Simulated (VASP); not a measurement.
# HfO2 (P2_1/c) in VASP: a series of runs, part 2 of 2

VASP 6.6.1.

### Step 3. Single point, PBE

This run uses another cell than the first one, of 11.53 Å³/atom, 0.943 times its volume.

INCAR

```
SYSTEM = HfO2
PREC = Accurate
ENCUT = 520
EDIFF = 1E-6
ISMEAR = -1
SIGMA = 0.05
LREAL = .FALSE.
LASPH = .TRUE.
NELM = 80
ALGO = Normal
ISIF = 2
LWAVE = .FALSE.
LCHARG = .FALSE.
GGA = PE
NBANDS = 56
```

KPOINTS

```
Automatic mesh
0
G
  4 4 4
  0 0 0
```

POSCAR

```
HfO2
1.0
    5.1180000000      0.0000000000      0.0000000000
    0.0000000000      5.1857000000      0.0000000000
   -0.8586630598      0.0000000000      5.2138671406
Hf O
4 8
Direct
    0.2755000000      0.4603000000      0.7080000000
    0.7245000000      0.9603000000      0.7920000000
    0.7245000000      0.5397000000      0.2920000000
    0.2755000000      0.0397000000      0.2080000000
    0.0742000000      0.1684000000      0.8467000000
    0.9258000000      0.6684000000      0.6533000000
    0.9258000000      0.8316000000      0.1533000000
    0.0742000000      0.3316000000      0.3467000000
    0.4487000000      0.7419000000      0.9801000000
    0.5513000000      0.2419000000      0.5199000000
    0.5513000000      0.2581000000      0.0199000000
    0.4487000000      0.7581000000      0.4801000000
```

Potentials or basis: VASP PAW PBE potentials, release 64 (Hf_pv, O).

Command:

```bash
cat potpaw_PBE.64/Hf_pv/POTCAR potpaw_PBE.64/O/POTCAR > POTCAR
mpirun -np 1 vasp_std > vasp.out
```

OUTCAR:

```text
SYSTEM = HfO2
   PREC = Accurate
   ENCUT = 520
   EDIFF = 1E-6
   ISMEAR = -1
   LREAL = .FALSE.
   LASPH = .TRUE.
   NELM = 80
   ISIF = 2
   GGA = PE

 ion  position               nearest neighbor table
   1  0.276  0.460  0.708-   5 2.03   6 2.07   8 2.12   9 2.14  10 2.17  12 2.23  11 2.25   3 3.31
                             4 3.43   4 3.43   2 3.45   2 3.45   3 3.45   3 3.56
   2  0.724  0.960  0.792-   6 2.03   5 2.07   7 2.12  10 2.14   9 2.17  11 2.23  12 2.25   4 3.31
                             3 3.43   3 3.43   1 3.45   1 3.45   4 3.45   4 3.56
   3  0.724  0.540  0.292-   7 2.03   8 2.07   6 2.12  11 2.14  12 2.17  10 2.23   9 2.25   1 3.31
                             2 3.43   2 3.43   4 3.45   4 3.45   1 3.45   1 3.56
   4  0.276  0.040  0.208-   8 2.03   7 2.07   5 2.12  12 2.14  11 2.17   9 2.23  10 2.25   2 3.31
                             1 3.43   1 3.43   3 3.45   3 3.45   2 3.45   2 3.56
   5  0.074  0.168  0.847-   1 2.03   2 2.07   4 2.12
   6  0.926  0.668  0.653-   2 2.03   1 2.07   3 2.12
   7  0.926  0.832  0.153-   3 2.03   4 2.07   2 2.12
   8  0.074  0.332  0.347-   4 2.03   3 2.07   1 2.12
   9  0.449  0.742  0.980-   1 2.14   2 2.17   4 2.23   3 2.25
  10  0.551  0.242  0.520-   2 2.14   1 2.17   3 2.23   4 2.25
  11  0.551  0.258  0.020-   3 2.14   4 2.17   2 2.23   1 2.25
  12  0.449  0.758  0.480-   4 2.14   3 2.17   1 2.23   2 2.25

  LATTYP: Found a simple monoclinic cell.
 ALAT       =     5.1180000000
 B/A-ratio  =     1.0132278234
 C/A-ratio  =     1.0324540836
 COS(beta)  =    -0.1624993963

  Lattice vectors:

 A1 = (   5.1180000000,   0.0000000000,   0.0000000000)
 A2 = (   0.0000000000,   5.1857000000,   0.0000000000)
 A3 = (  -0.8586630598,   0.0000000000,   5.2138671406)

Analysis of symmetry for initial positions (statically):
=====================================================================
 Subroutine PRICEL returns:
 Original cell was already a primitive cell.

 Routine SETGRP: Setting up the symmetry group for a
 simple monoclinic supercell.

 Subroutine GETGRP returns: Found  4 space group operations
 (whereof  2 operations were pure point group operations)
 out of a pool of  4 trial point group operations.

The static configuration has the point symmetry S_2 .
 The point group associated with its full space group is C_2h.

Analysis of symmetry for dynamics (positions and initial velocities):
=====================================================================
 Subroutine PRICEL returns:
 Original cell was already a primitive cell.

 Routine SETGRP: Setting up the symmetry group for a
 simple monoclinic supercell.

 Subroutine GETGRP returns: Found  4 space group operations
 (whereof  2 operations were pure point group operations)
 out of a pool of  4 trial point group operations.

The dynamic configuration has the point symmetry S_2 .
 The point group associated with its full space group is C_2h.

 Subroutine INISYM returns: Found  4 space group operations
 (whereof  2 operations are pure point group operations),
 and found     1 'primitive' translations

----------------------------------------------------------------------------------------

                                     Primitive cell

  volume of cell :     138.3782

  direct lattice vectors                    reciprocal lattice vectors
     5.118000000  0.000000000  0.000000000     0.195388824  0.000000000  0.032178259
     0.000000000  5.185700000  0.000000000     0.000000000  0.192837997  0.000000000
[... 66 lines left out ...]
  0.250000  0.250000  0.000000      4.000000
  0.500000  0.250000  0.000000      2.000000
[... 16 lines left out ...]
  0.250000  0.000000  0.500000      2.000000
  0.500000  0.000000  0.500000      1.000000
 [... further k-points ...]
   k-points           NKPTS =     30   k-points in BZ     NKDIM =     30   number of bands    NBANDS=     56
   number of dos      NEDOS =    301   number of ions     NIONS =     12
   total plane-waves  NPLWV =  64000
   dimension x,y,z NGX =    40 NGY =   40 NGZ =   40
   dimension x,y,z NGXF=    80 NGYF=   80 NGZF=   80
   ions per type =               4   8
   NGX,Y,Z   is equivalent  to a cutoff of  12.99, 12.82, 12.58 a.u.
   NGXF,Y,Z  is equivalent  to a cutoff of  25.99, 25.65, 25.17 a.u.
 SYSTEM =  HfO2
   PREC   = accura    normal or accurate (medium, high low for compatibility)
   ISTART =      0    job   : 0-new  1-cont  2-samecut
   ICHARG =      2    charge: 1-file 2-atom 10-const
   ISPIN  =      1    spin polarized calculation?
   LNONCOLLINEAR =      F non collinear calculations
   LSORBIT =      F    spin-orbit coupling
   LASPH  =      T    aspherical Exc in radial PAW
   ENCUT  =  520.0 eV  38.22 Ry    6.18 a.u.   9.52  9.64  9.82*2*pi/ulx,y,z
   NELM   =     80;   NELMIN=  2; NELMDL= -5     # of ELM steps
   EDIFF  = 0.1E-05   stopping-criterion for ELM
   LREAL  =      F    real-space projection
   EDIFFG = 0.1E-04   stopping-criterion for IOM
   NSW    =      0    number of steps for IOM
   IBRION =     -1    ionic relax: 0-MD 1-quasi-New 2-CG
   NFREE  =      0    steps in history (QN), initial steepest desc. (CG)
   ISIF   =      2    stress and relaxation
   ISYM   =      2    0-nonsym 1-usesym 2-fastsym
   POTIM  = 0.5000    time-step for ionic-motion
   TEBEG  =    0.0;   TEEND  =   0.0 temperature during run
   PSTRESS=    0.0 pullay stress
   NELECT =      88.0000    total number of electrons
   NUPDOWN=      -1.0000    fix difference up-down
   EMIN   =  10.00;   EMAX   =-10.00  energy-range for DOS
   EFERMI =   0.00;   METHOD = LEGACY
   ISMEAR =    -1;   SIGMA  =   0.05  broadening in eV -4-tet -1-fermi 0-gaus
   EFERMI_NEDOS =   21; number of points for ismear=-14 and -15
   IALGO  =     38    algorithm
   IMIX   =      4    mixing-type and parameters
     AMIX     =   0.40;   BMIX     =  1.00
     AMIX_MAG =   1.60;   BMIX_MAG =  1.00
  volume/ion in A,a.u.               =      11.53        77.82
  Fermi-wavevector in a.u.,A,eV,Ry     =   1.407818  2.660390 26.966087  1.981952
  Thomas-Fermi vector in A             =   2.530039
   LORBIT       =      0    0 simple, 1 ext, 2 COOP (PROOUT), +10 PAW based schemes
   GGA     = PE    functional components
[... 5 lines left out ...]
 non-spin polarized calculation
  energy-cutoff  :      520.00
  volume of cell :      138.38
 maximum number of plane-waves:      3743
 NGX is ok and might be reduce to    40
   NGX = 19   NGY = 19   NGZ = 19

 number of electron      87.9999989 magnetization

 Free energy of the ion-electron system (eV)
  ---------------------------------------------------
  ext. energy  EPLUGINS =         0.00000000
  ---------------------------------------------------
  free energy    TOTEN  =      -122.02841704 eV

  energy without entropy =     -122.02841704  energy(sigma->0) =     -122.02841704

 E-fermi :   4.1644     XC(G=0): -11.4284

 val. band max:        3.0817970066   @ k =   0.0000   0.0000   0.0000
 cond. band min:       7.1950515806   @ k =   0.5000   0.0000   0.0000
 fundamental gap:      4.1132545740
 Fermi energy:         4.1643936267

 k-point     1 :       0.0000    0.0000    0.0000
  band No.  band energies     occupation
      1     -26.4498      2.00000
      2     -26.4227      2.00000
      3     -26.3934      2.00000
      4     -26.2082      2.00000
      5     -26.1428      2.00000
      6     -26.0995      2.00000
[... 1405 lines left out ...]
     55      10.9837      0.00000
     56      10.9853      0.00000

 [... further k-points ...]
[... 5 lines left out ...]
  --------------------------------------------------------------------------------------
  -------------------------------------------------------------------------------------
  Total        2.3324825      1.7104074      2.8498811      0.0000000      0.0000000      0.2306717
  in kB       27.0060672     19.8035263     32.9966378      0.0000000      0.0000000      2.6707743
  external PRESSURE =      26.6020771 kB  Pullay stress =       0.0000000 kB

 VOLUME and BASIS-vectors are now :
 -----------------------------------------------------------------------------
  energy-cutoff  :      520.00
  volume of cell :      138.38
      direct lattice vectors                 reciprocal lattice vectors
     5.118000000  0.000000000  0.000000000     0.195388824  0.000000000  0.032178259
     0.000000000  5.185700000  0.000000000     0.000000000  0.192837997  0.000000000
    -0.858663060  0.000000000  5.213867141     0.000000000  0.000000000  0.191796218

 POSITION                                       TOTAL-FORCE (eV/Angst)
 -----------------------------------------------------------------------------------
      0.80208      2.38698      3.69142         0.159410     -0.017589      0.030354
      3.02793      4.97983      4.12938        -0.159410     -0.017589     -0.030354
      3.45726      2.79872      1.52245        -0.159410      0.017589     -0.030354
      1.23141      0.20587      1.08448         0.159410      0.017589      0.030354
     -0.34727      0.87327      4.41458        -0.403961     -0.180286     -0.117853
      4.17728      3.46612      3.40622         0.403961     -0.180286      0.117853
      4.60661      4.31243      0.79929         0.403961      0.180286      0.117853
      0.08206      1.71958      1.80765        -0.403961      0.180286     -0.117853
      1.45487      3.84727      5.11011        -0.114098      0.031555     -0.078776
      2.37513      1.25442      2.71069         0.114098      0.031555      0.078776
      2.80447      1.33843      0.10376         0.114098     -0.031555      0.078776
      1.88420      3.93128      2.50318        -0.114098     -0.031555     -0.078776
 -----------------------------------------------------------------------------------
    total drift:                                0.000000     -0.000000      0.000000

  FREE ENERGIE OF THE ION-ELECTRON SYSTEM (eV)
  ---------------------------------------------------
  free  energy   TOTEN  =      -122.0284170387 eV

  energy  without entropy=     -122.0284170387  energy(sigma->0) =     -122.02841704
```

Run time: 3 min. Hardware: 1 thread of Intel Xeon Platinum 8559C (Emerald Rapids), shared host; peak memory 0.34 GiB.

What came out:

| Property | Result |
| --- | --- |
| Free energy | -122.0284 eV |
| Pressure | 2.7 GPa |
| Largest force | 0.458 eV/Å |
| Band gap on the k mesh | 4.11 eV, indirect (least direct gap 4.20 eV) |

Forces in eV/Å, atoms in the order of the input:
```
Hf   0.159 -0.018  0.030
Hf  -0.159 -0.018 -0.030
Hf  -0.159  0.018 -0.030
Hf   0.159  0.018  0.030
O   -0.404 -0.180 -0.118
O    0.404 -0.180  0.118
O    0.404  0.180  0.118
O   -0.404  0.180 -0.118
O   -0.114  0.032 -0.079
O    0.114  0.032  0.079
O    0.114 -0.032  0.079
O   -0.114 -0.032 -0.079
```

Caveat: spin-orbit coupling is left out, which moves the levels of the heavy elements.

### Step 4. Single point, PBEsol

This run uses another cell than the first one, of 11.53 Å³/atom, 0.943 times its volume.

INCAR

```
  PREC = Accurate
  ENCUT = 520
  EDIFF = 1E-6
  ISMEAR = -1
  SIGMA = 0.05
  LREAL = F
  LASPH = T
  NELM = 100
  ALGO = Normal
  ISIF = 2
  LWAVE = F
  LCHARG = T
  GGA = PS
  LELF = T
  LVHAR = T
  NBANDS = 56
```

KPOINTS

```
regular mesh
0
Gamma
  4 4 4
```

POSCAR is that of step 3.

Command:

```bash
cat potpaw_PBE.64/Hf_pv/POTCAR potpaw_PBE.64/O/POTCAR > POTCAR
mpirun -np 1 vasp_std > vasp.out
```

Wall time 2.9 min (1 thread of Intel Xeon Platinum 8559C (Emerald Rapids), shared host); peak memory 0.33 GiB.

Results (log left out):

```yaml
Free_energy: -127.3142 eV
Pressure: -4.6 GPa
Largest_force: 0.432 eV/Å
Band_gap_on_the_k_mesh: 4.01 eV, indirect (least direct gap 4.10 eV)
```

Forces in eV/Å, atoms in the order of the input:
```
Hf   0.160 -0.070 -0.010
Hf  -0.160 -0.070  0.010
Hf  -0.160  0.070  0.010
Hf   0.160  0.070 -0.010
O   -0.383 -0.192 -0.053
O    0.383 -0.192  0.053
O    0.383  0.192  0.053
O   -0.383  0.192 -0.053
O   -0.038  0.036 -0.078
O    0.038  0.036  0.078
O    0.038 -0.036  0.078
O   -0.038 -0.036 -0.078
```

Stress tensor (GPa, compression positive):
```
-4.56  0.00 -0.16
 0.00 -5.25  0.00
-0.16  0.00 -4.00
```

Levels at points of the mesh, in eV from the valence-band top:
```tsv
k point	band 40	band 41	band 42	band 43	band 44	band 45	band 46	band 47	band 48	band 49
(0.00, 0.00, 0.00)	-1.00	-0.55	-0.52	-0.17	0.00	4.44	5.02	5.20	5.42	5.60
(0.50, 0.00, 0.00)	-0.86	-0.69	-0.57	-0.49	-0.09	4.01	5.07	5.16	5.20	5.75
(0.00, 0.50, 0.00)	-1.08	-0.80	-0.80	-0.42	-0.42	5.01	5.01	5.51	5.51	5.86
(0.50, 0.50, 0.00)	-1.39	-0.89	-0.89	-0.59	-0.59	4.74	4.74	5.19	5.19	5.97
(0.00, 0.00, 0.50)	-1.02	-0.81	-0.81	-0.49	-0.49	4.71	4.71	5.15	5.15	6.09
(0.50, 0.00, 0.50)	-1.28	-0.98	-0.98	-0.50	-0.50	4.34	4.34	5.47	5.47	5.67
(0.00, 0.50, 0.50)	-0.96	-0.92	-0.92	-0.63	-0.63	4.89	4.89	5.04	5.04	5.85
(0.50, 0.50, 0.50)	-1.22	-1.04	-1.04	-0.75	-0.75	4.50	4.50	5.21	5.21	5.61
```

Caveat: the PAW data sets were made with another functional, which shifts forces and pressure a little; spin-orbit coupling is left out, which moves the levels of the heavy elements.

### Step 5. The runs side by side

| level | cell | k mesh | gap on the mesh (eV) | pressure (GPa) | largest force (eV/Å) |
| --- | --- | --- | --- | --- | --- |
| PBE | a = 5.218, b = 5.287, c = 5.388 Å, angles 90.0, 99.4, 90.0°, 12 atoms | 5 × 5 × 5 | 3.96 | -10.2 | 0.34 |
| PBE | a = 5.118, b = 5.186, c = 5.284 Å, angles 90.0, 99.4, 90.0°, 12 atoms | 4 × 4 × 4 | 4.11 | 2.7 | 0.46 |
| PBEsol | a = 5.118, b = 5.186, c = 5.284 Å, angles 90.0, 99.4, 90.0°, 12 atoms | 4 × 4 × 4 | 4.01 | -4.6 | 0.43 |

Alike in all rows: task single point; potentials or basis VASP PAW PBE potentials, release 64 (Hf_pv, O); no spin polarisation; cutoff (eV) 520; smearing fermi-dirac 0.05 eV.

Caveats: spin-orbit coupling is left out, which moves the levels of the heavy elements; the PAW data sets were made with another functional, which shifts forces and pressure a little (some runs).

Absolute energies hang on the potentials; compare differences alone.

### Step 6. Comparison with measurements

Step 3. Measured gap of HfO2: 5.54 eV (indirect; quoted in “Temperature dependence of self-trapped exciton luminescence in nanostructured hafnia powder”, 2021, arxiv:2112.02602). This calculation gives 4.11 eV (-1.43 eV). Spin-orbit coupling on Hf is left out. The value is that of PBE on a finite k mesh, which can miss the band edges, without temperature or zero-point motion. Semilocal functionals fall short of measured gaps as a rule.
